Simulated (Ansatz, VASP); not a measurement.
## Te in VASP and in Ansatz

File INCAR:

```
SYSTEM = Te
PREC = Accurate ; ENCUT = 520
EDIFF = 1E-6 ; ISMEAR = -1
SIGMA = 0.1 ; LREAL = .FALSE.
LASPH = .TRUE. ; NELM = 80
ALGO = Normal ; ISIF = 2
LWAVE = .FALSE. ; LCHARG = .FALSE.
GGA = RP ; NBANDS = 13
```

Contents of KPOINTS:

```
Automatic mesh
0
G
  10 10 8
  0 0 0
```

File POSCAR:

```
Te
1.0
    3.9629720620      0.0000000000      0.0000000000
   -1.9814860309      3.4320344802      0.0000000000
    0.0000000000      0.0000000000      4.2227262224
Te
2
Direct
    0.3333333333      0.6666666667      0.2500000000
    0.6666666667      0.3333333333      0.7500000000
```

Input for Ansatz:

```yaml
crystal:
  lattice:
    - [3.962972062, 0.0, 0.0]
    - [-1.9814860309, 3.4320344802, 0.0]
    - [0.0, 0.0, 4.2227262224]
  atoms:
    - { symbol: Te, position: [0.3333333333, 0.6666666667, 0.25] }
    - { symbol: Te, position: [0.6666666667, 0.3333333333, 0.75] }
hamiltonian:
  xc: rpbe
  pseudopotentials:
    kind: paw
    azcp:
      Te: "pseudopotentials/Te.paw.azcp"
basis:
  ecutwfc: 420
  fft_grid_basis: typed
kpoints:
  mp_grid: { grid: [10, 10, 8], shift: [0, 0, 0] }
magnetization:
  spin_polarized: false
scf:
  occupations: { method: fermi_dirac, width: 0.1 }
  lower_state_search: "off"
output:
  stress: true
  write_density: true
  write_potential: true
  elf: true
  volumetric_format: npy
```

Alike in both runs: task single point; functional RPBE; k mesh 10 × 10 × 8; occupations fermi-dirac, width 0.1 eV; no spin polarisation.

|  | VASP | Ansatz |
| --- | --- | --- |
| version | VASP 6.6.1 | Ansatz 0.2.0 |
| potentials or method | VASP PAW PBE potentials, release 64 (Te), cutoff 520 eV | plane waves (420 eV) with PAW, scalar-relativistic |
| valence electrons in the cell | 12 | 32 |

Ansatz gave:

```
pressure (GPa)                                                : 7.4
traceless stress, the component that is largest in VASP (GPa) : 2.69
```

Task: What did VASP give for the same quantities?

Result: Pressure (GPa): 7.3; traceless stress, the component that is largest in VASP (GPa): 2.68.

VASP's potentials were made for PBE, not for RPBE. VASP's potentials hold 12 valence electrons a cell and Ansatz's 32, so a difference there can come from the potentials and not from the codes.

Spin-orbit coupling is off throughout.
